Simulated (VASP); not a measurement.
A run of VASP 6.6.1:

INCAR

```
SYSTEM = ZnSe
ALGO = Normal
EDIFF = 1E-6
ENCUT = 520
GGA = PE
ISIF = 2
ISMEAR = -1
LASPH = .TRUE.
LCHARG = .FALSE.
LREAL = .FALSE.
LWAVE = .FALSE.
NBANDS = 26
NELM = 100
PREC = Accurate
SIGMA = 0.02
```

The input KPOINTS:

```
k-points
0
G
  12 12 4
  0 0 0
```

POSCAR

```
ZnSe
1.0
    4.1513888435      0.0000000000      0.0000000000
   -2.0756944217      3.5952081994      0.0000000000
    0.0000000000      0.0000000000      6.4013572999
Zn Se
2 2
Direct
    0.3333333333      0.6666666667      0.2500000000
    0.6666666667      0.3333333333      0.7500000000
    0.6666666667      0.3333333333      0.2500000000
    0.3333333333      0.6666666667      0.7500000000
```

Potentials or basis: VASP PAW PBE potentials, release 64 (Zn, Se).

Command:

```bash
$ cat potpaw_PBE.64/Zn/POTCAR potpaw_PBE.64/Se/POTCAR > POTCAR
$ mpirun -np 1 vasp_std > vasp.out
```

Hardware: 1 thread of Intel(R) Xeon(R) Platinum 8488C (Sapphire Rapids) (shared host).

Question: How long does it take, and how much memory?

Answer: Wall time 58 s on 1 thread of Intel(R) Xeon(R) Platinum 8488C (Sapphire Rapids) (shared host), peak memory 0.28 GiB. Counts: scf iterations 14, k points 57.
